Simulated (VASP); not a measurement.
# W (Fmmm) in VASP: further runs, part 2 of 2

VASP 6.6.1. Earlier steps stand in the parts before.

## Step 4: Single point, PBE

The input, INCAR:

```
SYSTEM = W
  ALGO = Normal
  EDIFF = 1E-7
  ENCUT = 520
  GGA = PE
  ISIF = 2
  ISMEAR = -1
  LASPH = .True.
  LCHARG = .False.
  LREAL = .False.
  LWAVE = .False.
  NBANDS = 13
  NELM = 80
  PREC = Accurate
  SIGMA = 0.1
```

The input, KPOINTS:

```
k-points
0
Gamma
  15 15 15
  0 0 0
```

The input, POSCAR:

```
W
1.0
   -1.5704774125      1.5704774125      1.5823450000
    1.5704774125     -1.5704774125      1.5823450000
    1.5942125875      1.5942125875     -1.5823450000
W
1
Direct
    0.0000000000      0.0000000000      0.0000000000
```

Potentials or basis: VASP PAW PBE potentials, release 64 (W_sv).

The run is started by

```
cat potpaw_PBE.64/W_sv/POTCAR > POTCAR
mpirun -np 1 vasp_std > vasp.out
```

OUTCAR:

```text
SYSTEM = W
   EDIFF = 1E-7
   ENCUT = 520
   GGA = PE
   ISIF = 2
   ISMEAR = -1
   LASPH = .True.
   LREAL = .False.
   NELM = 80
   PREC = Accurate

 ion  position               nearest neighbor table
   1  0.000  0.000  0.000-

  LATTYP: Found a face centered orthorhombic cell.
 ALAT       =     3.1646900000
 B/A-ratio  =     1.4036069607
 C/A-ratio  =     1.4248201641

  Lattice vectors:

 A1 = (   3.1646900000,   0.0237351750,   0.0000000000)
 A2 = (   1.5942125875,   1.5942125875,   1.5823450000)
 A3 = (   1.5704774125,  -1.5704774125,   1.5823450000)

Analysis of symmetry for initial positions (statically):
=====================================================================
 Subroutine PRICEL returns:
 Original cell was already a primitive cell.

 Routine SETGRP: Setting up the symmetry group for a
 face centered orthorhombic supercell.

 Subroutine GETGRP returns: Found  8 space group operations
 (whereof  8 operations were pure point group operations)
 out of a pool of  8 trial point group operations.

The static configuration has the point symmetry D_2h.

Analysis of symmetry for dynamics (positions and initial velocities):
=====================================================================
 Subroutine PRICEL returns:
 Original cell was already a primitive cell.

 Routine SETGRP: Setting up the symmetry group for a
 face centered orthorhombic supercell.

 Subroutine GETGRP returns: Found  8 space group operations
 (whereof  8 operations were pure point group operations)
 out of a pool of  8 trial point group operations.

The dynamic configuration has the point symmetry D_2h.

 Subroutine INISYM returns: Found  8 space group operations
 (whereof  8 operations are pure point group operations),
 and found     1 'primitive' translations

[... 116 lines left out ...]
   LORBIT       =      0    0 simple, 1 ext, 2 COOP (PROOUT), +10 PAW based schemes
   GGA     = PE    functional components
   LHFCALC =     F    Hartree Fock is set to
   AEXX    =    0.0000 exact exchange contribution
   IVDW    =     0    specifies the selected vdW correction
   LEPSILON=     F    determine dielectric tensor
   LRPA    =     F    only Hartree local field effects (RPA)
 non-spin polarized calculation
  energy-cutoff  :      520.00
  volume of cell :       15.85
 maximum number of plane-waves:       438
   NGX = 11   NGY = 11   NGZ = 11

 number of electron      14.0000003 magnetization

 Free energy of the ion-electron system (eV)
  ---------------------------------------------------
  ext. energy  EPLUGINS =         0.00000000
  ---------------------------------------------------
  free energy    TOTEN  =       -12.95173457 eV

  energy without entropy =      -12.93672927  energy(sigma->0) =      -12.94423192

 E-fermi :  11.4192     XC(G=0): -13.6429

 val. band max:       11.3881423888   @ k =  -0.3333   0.4000   0.2667
 cond. band min:      11.4202914701   @ k =   0.4667   0.4000   0.0667
 fundamental gap:      0.0321490814
 Fermi energy:        11.4191888213

 k-point     1 :       0.0000    0.0000    0.0000
  band No.  band energies     occupation
      1     -62.7380      2.00000
      2     -26.3221      2.00000
      3     -26.2983      2.00000
      4     -26.2759      2.00000
      5       1.8095      2.00000
      6      10.0836      2.00000
      7      10.2100      1.99999
      8      10.3511      1.99995
      9      13.7108      0.00000
     10      13.7190      0.00000
     11      25.8286      0.00000
     12      25.9676      0.00000
     13      26.1055      0.00000
[... 354 lines left out ...]
  band No.  band energies     occupation
      1     -62.6543      2.00000
      2     -27.0753      2.00000
      3     -26.5466      2.00000
      4     -26.3831      2.00000
      5       4.9639      2.00000
      6       8.7885      2.00000
      7       9.0934      2.00000
      8      12.6659      0.00001
      9      14.1284      0.00000
     10      14.4351      0.00000
     11      26.1676      0.00000
     12      27.8130      0.00000
     13      30.2119      0.00000

 [... further k-points ...]

------------------------ aborting loop because EDIFF is reached ----------------------------------------

  FORCE on cell =-STRESS in cart. coord.  units (eV):
  Direction    XX          YY          ZZ          XY          YZ          ZX
  --------------------------------------------------------------------------------------
  -------------------------------------------------------------------------------------
  Total        0.6310204      0.6310204      0.6370913     -0.2412277      0.0000000      0.0000000
  in kB       63.7991529     63.7991529     64.4129450    -24.3892588      0.0000000      0.0000000
  external PRESSURE =      64.0037502 kB  Pullay stress =       0.0000000 kB

 VOLUME and BASIS-vectors are now :
 -----------------------------------------------------------------------------
  energy-cutoff  :      520.00
  volume of cell :       15.85
      direct lattice vectors                 reciprocal lattice vectors
    -1.570477413  1.570477413  1.582345000    -0.002370034  0.316004491  0.315986716
     1.570477413 -1.570477413  1.582345000     0.316004491 -0.002370034  0.315986716
     1.594212587  1.594212587 -1.582345000     0.313634457  0.313634457  0.000000000

 POSITION                                       TOTAL-FORCE (eV/Angst)
 -----------------------------------------------------------------------------------
      0.00000      0.00000      0.00000        -0.000000      0.000000      0.000000
 -----------------------------------------------------------------------------------
    total drift:                                0.000000     -0.000000      0.000000

  FREE ENERGIE OF THE ION-ELECTRON SYSTEM (eV)
  ---------------------------------------------------
  free  energy   TOTEN  =       -12.9517345655 eV

  energy  without entropy=      -12.9367292722  energy(sigma->0) =      -12.94423192
```

OSZICAR:

```text
N       E                     dE             d eps       ncg     rms          rms(c)
DAV:   1     0.852928346290E+02    0.85293E+02   -0.74627E+03 13362   0.123E+03
DAV:   2    -0.119060357415E+02   -0.97199E+02   -0.93188E+02 14982   0.318E+02
DAV:   3    -0.135621786374E+02   -0.16561E+01   -0.16501E+01 14587   0.401E+01
DAV:   4    -0.135688101229E+02   -0.66315E-02   -0.66314E-02 14807   0.280E+00
DAV:   5    -0.135688638425E+02   -0.53720E-04   -0.53720E-04 14882   0.239E-01    0.209E+01
DAV:   6    -0.130836701427E+02    0.48519E+00   -0.40335E-01 13857   0.854E+00    0.842E+00
DAV:   7    -0.129558382636E+02    0.12783E+00   -0.21329E-01 14822   0.590E+00    0.633E-01
DAV:   8    -0.129517347248E+02    0.41035E-02   -0.42165E-03 13587   0.842E-01    0.690E-02
DAV:   9    -0.129517414256E+02   -0.67008E-05   -0.72076E-05 15427   0.105E-01    0.498E-02
DAV:  10    -0.129517342627E+02    0.71629E-05   -0.13424E-05 14417   0.514E-02    0.562E-03
DAV:  11    -0.129517347935E+02   -0.53076E-06   -0.24706E-07 13360   0.583E-03    0.785E-04
DAV:  12    -0.129517345921E+02    0.20139E-06   -0.59749E-09  7651   0.963E-04    0.120E-04
DAV:  13    -0.129517345655E+02    0.26628E-07   -0.69626E-10  6771   0.349E-04
   1 F= -.12951735E+02 E0= -.12944232E+02  d E =-.150053E-01
```

stdout:

```text
POSCAR found type information on POSCAR W
 POSCAR found :  1 types and       1 ions
 scaLAPACK will be used
 LDA part: xc-table for (Slater+PW92), standard interpolation
 POSCAR, INCAR and KPOINTS ok, starting setup
 FFT: planning ... GRIDC
 FFT: planning ... GRID_SOFT
 FFT: planning ... GRID
 WAVECAR not read
 entering main loop
```

It took 2 min on 1 thread of Intel Xeon 8259CL, shared host; peak memory 0.21 GiB.

What came out:

```yaml
Free_energy: -12.9517 eV
Pressure: 6.4 GPa
Band_gap_on_the_k_mesh: zero (bands 7 and 8 overlap by 5.75 eV)
```

Levels at points of the mesh, in eV from the Fermi level:
```csv
k point,band 3,band 4,band 5,band 6,band 7,band 8,band 9,band 10,band 11,band 12
"(0.00, 0.00, 0.00)",-37.72,-37.70,-9.61,-1.34,-1.21,-1.07,2.29,2.30,14.41,14.55
```

Caveat: the cell stands under pressure; spin-orbit coupling is left out, which moves the levels of the heavy elements.

## Step 5: Single point, PBE

The input, INCAR:

```
PREC = Accurate
ENCUT = 520
EDIFF = 1E-7
ISMEAR = -1
SIGMA = 0.1
LREAL = F
LASPH = T
NELM = 60
ALGO = Normal
ISIF = 2
LWAVE = F
LCHARG = F
GGA = PE
NBANDS = 13
```

The input, KPOINTS:

```
regular mesh
0
Gamma
  15 15 15
```

The input, POSCAR:

```
W
1.0
   -1.5586098250      1.5586098250      1.5823450000
    1.5586098250     -1.5586098250      1.5823450000
    1.6060801750      1.6060801750     -1.5823450000
W
1
Direct
    0.0000000000      0.0000000000      0.0000000000
```

The run is started by

```
cat potpaw_PBE.64/W_sv/POTCAR > POTCAR
mpirun -np 1 vasp_std > vasp.out
```

Wall time 2 min (1 thread of Intel Xeon 8259CL, shared host); peak memory 0.21 GiB.

Results (log left out):

```
Free energy            : -12.9462 eV
Pressure               : 6.6 GPa
Band gap on the k mesh : zero (bands 7 and 8 overlap by 5.60 eV)
```

Stress tensor (GPa, compression positive):
```
 6.50 -4.85  0.00
-4.85  6.50  0.00
 0.00  0.00  6.72
```

Levels at points of the mesh, in eV from the Fermi level:
```
           k point  band 3  band 4  band 5  band 6  band 7  band 8  band 9  band 10  band 11  band 12
(0.00, 0.00, 0.00)  -37.72  -37.67   -9.61   -1.47   -1.23   -0.94    2.29     2.33    14.27    14.55
```

Caveat: the cell stands under pressure; spin-orbit coupling is left out, which moves the levels of the heavy elements.

## Step 6: Overview

```csv
cell,gap on the mesh (eV),pressure (GPa)
"a = 2.768, b = 2.768, c = 2.713 Å, angles 109.5, 109.5, 110.3°, 1 atom",none,6.6
"a = 2.754, b = 2.754, c = 2.727 Å, angles 109.5, 109.5, 109.9°, 1 atom",none,6.4
"a = 2.727, b = 2.727, c = 2.754 Å, angles 109.5, 109.5, 109.1°, 1 atom",none,6.4
"a = 2.713, b = 2.713, c = 2.768 Å, angles 109.5, 109.5, 108.7°, 1 atom",none,6.6
```

Alike in all rows: task single point; level PBE; potentials or basis VASP PAW PBE potentials, release 64 (W_sv); no spin polarisation; k mesh 15 × 15 × 15; cutoff (eV) 520; smearing fermi-dirac 0.1 eV.

Caveats: the cell stands under pressure; spin-orbit coupling is left out, which moves the levels of the heavy elements.

Total energies depend on the potentials used, so only differences within one code and one set of settings carry meaning.

The gap in the log of VASP goes by the Fermi energy; the results here count the filled bands.